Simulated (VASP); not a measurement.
## Se3Br: single point with PBE

Se3Br:

```
CELL_PARAMETERS angstrom
-1.90124 1.90124 8.48190
1.90124 -1.90124 8.48190
1.90124 1.90124 -8.48190
ATOMIC_POSITIONS crystal
Se 0.25000 0.75000 0.50000
Se 0.75000 0.25000 0.50000
Se 0.50000 0.50000 0.00000
Br 0.00000 0.00000 0.00000
```

- Program: VASP 6.6.1
- Task: single point
- Functional: PBE
- Potentials or basis: VASP PAW PBE potentials, release 64 (Se, Br)
- Cutoff: 520 eV
- k mesh: 14 × 14 × 14
- Occupations: gaussian, width 0.1 eV
- Spin: no spin polarisation

| Property | Result |
| --- | --- |
| Pressure | 0.3 GPa |
| Band gap on the k mesh | zero (an odd number of electrons rules out a gap without spin polarisation) |

Stress tensor (GPa, compression positive):
```
0.31 0.00 0.00
0.00 0.31 0.00
0.00 0.00 0.13
```

Levels at points of the mesh, in eV from the Fermi level:
| k point | band 10 | band 11 | band 12 | band 13 | band 14 | band 15 |
| --- | --- | --- | --- | --- | --- | --- |
| (0.00, 0.00, 0.00) | -3.19 | 0.38 | 1.20 | 2.48 | 2.48 | 3.64 |
| (0.50, 0.00, 0.00) | -1.47 | -1.46 | -1.45 | -1.40 | -1.10 | -0.90 |
| (0.50, 0.50, 0.00) | -1.02 | -1.00 | -0.79 | 3.90 | 3.90 | 5.41 |
| (0.50, 0.50, 0.50) | -3.54 | 0.35 | 1.21 | 2.48 | 2.48 | 3.64 |

Wall time 72 min on 1 thread of Intel Xeon 8259CL, with other jobs on the host, peak memory 1.1 GiB.

Caveat: an odd number of electrons without spin polarisation forces a metal; a magnetic or distorted state may lie lower.
